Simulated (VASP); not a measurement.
Wanted: the native input for a VASP 6.6.1 run.

```yaml
Task: single point
Functional: r2SCAN
Potentials_or_basis: VASP PAW PBE potentials, release 64 (In_d, As)
Cutoff: 520 eV
k_mesh: 6 × 6 × 6
Occupations: fermi-dirac, width 0.02 eV
Spin: no spin polarisation
Dipole_correction: no
Further_INCAR_settings: ALGO = Normal; EDIFF = 1e-07; NBANDS = 16
```

Crystal: InAs.

```xyz
2
Lattice="0.0000 3.1145 3.1145 3.1145 0.0000 3.1145 3.1145 3.1145 0.0000" Properties=species:S:1:pos:R:3 pbc="T T T"
In    0.0000    0.0000    0.0000
As    1.5572    1.5572    1.5572
```

These files were run (other wordings do the same):

POSCAR

```
InAs
1.0
    0.0000000000      3.1144996114      3.1144996114
    3.1144996114      0.0000000000      3.1144996114
    3.1144996114      3.1144996114      0.0000000000
In As
1 1
Direct
    0.0000000000      0.0000000000      0.0000000000
    0.2500000000      0.2500000000      0.2500000000
```

INCAR.step1

```
PREC     = Accurate       # precision mode
ENCUT    = 520            # plane-wave cutoff, eV
ISMEAR   = -1             # smearing method
SIGMA    = 0.02           # smearing width, eV
LREAL    = F              # projectors in reciprocal space
LASPH    = T              # aspherical terms in the spheres
NELM     = 60             # most SCF steps
NBANDS   = 16             # bands
GGA      = PE             # functional
ALGO     = Normal         # electronic algorithm
EDIFF    = 1E-4           # SCF threshold, eV
LWAVE    = T              # write WAVECAR
LCHARG   = F              # write CHGCAR
```

INCAR.step2

```
PREC     = Accurate       # precision mode
ENCUT    = 520            # plane-wave cutoff, eV
EDIFF    = 1E-7           # SCF threshold, eV
ISMEAR   = -1             # smearing method
SIGMA    = 0.02           # smearing width, eV
LREAL    = F              # projectors in reciprocal space
LASPH    = T              # aspherical terms in the spheres
NELM     = 60             # most SCF steps
ALGO     = Normal         # electronic algorithm
ISIF     = 2              # what is computed and relaxed
LWAVE    = F              # write WAVECAR
LCHARG   = T              # write CHGCAR
METAGGA  = R2SCAN         # meta-GGA
LMIXTAU  = T            
LELF     = T              # ELF
LVHAR    = T            
NBANDS   = 16             # bands
ISTART   = 1
```

KPOINTS

```
Automatic mesh
0
Gamma
  6 6 6
```

Potentials or basis: VASP PAW PBE potentials, release 64 (In_d, As).

Launch:

```sh
$ cat potpaw_PBE.64/In_d/POTCAR potpaw_PBE.64/As/POTCAR > POTCAR
$ cp INCAR.step1 INCAR
$ mpirun -np 1 vasp_std > vasp.out
$ cp INCAR.step2 INCAR
$ mpirun -np 1 vasp_std > vasp.out
```

Results of the run:

- Pressure: -2.9 GPa
- Band gap on the k mesh: zero (filled and empty bands touch)

Caveat: semilocal functionals underestimate gaps, so a narrow gap can read as zero; the PAW data sets were made with another functional, which shifts forces and pressure a little; spin-orbit coupling is left out, which moves the levels of the heavy elements.

It took 2.8 min on 1 thread of AMD EPYC 7R13 (shared host), peak memory 0.2 GiB.
